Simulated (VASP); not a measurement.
The system is BPd4.

```
CELL_PARAMETERS angstrom
-2.54089 2.54089 2.54089
2.54089 -2.54089 2.54089
2.54089 2.54089 -2.54089
ATOMIC_POSITIONS crystal
B 0.00000 0.00000 0.00000
Pd 0.00000 0.00000 0.50000
Pd 0.00000 0.50000 0.00000
Pd 0.50000 0.00000 0.00000
Pd 0.50000 0.50000 0.50000
```

```yaml
Program: VASP 6.6.1
Task: relaxation of cell and atoms
Functional: PBE
Potentials_or_basis: VASP PAW PBE potentials, release 64 (B, Pd)
Cutoff: 600 eV
k_mesh: 6 × 6 × 6
Occupations: gaussian, width 0.1 eV
Spin: no spin polarisation
```

At the start: pressure 27.8 GPa; volume 13.12 Å³/atom.

**Question.** Where does the relaxation end?

**Answer.** Over 4 steps the energy falls by 133.6 meV/atom and the volume is 14.89 Å³/atom (+13.5 %); space group Im-3m (No. 229, to 0.05 Å).

Step by step:
```csv
step,energy change (eV),largest force (eV/Å),pressure (GPa),volume (Å³)
1,0.0000,0.0000,27.81,65.62
2,0.4075,0.0000,-18.22,89.72
3,-0.6667,0.0000,-0.80,74.78
4,-0.6678,0.0000,-0.22,74.47
```

Final structure:
```xyz
5
Lattice="-2.6504 2.6504 2.6504 2.6504 -2.6504 2.6504 2.6504 2.6504 -2.6504" Properties=species:S:1:pos:R:3 pbc="T T T"
B     0.0000    0.0000    0.0000
Pd    1.3252    1.3252   -1.3252
Pd    1.3252   -1.3252    1.3252
Pd   -1.3252    1.3252    1.3252
Pd    1.3252    1.3252    1.3252
```
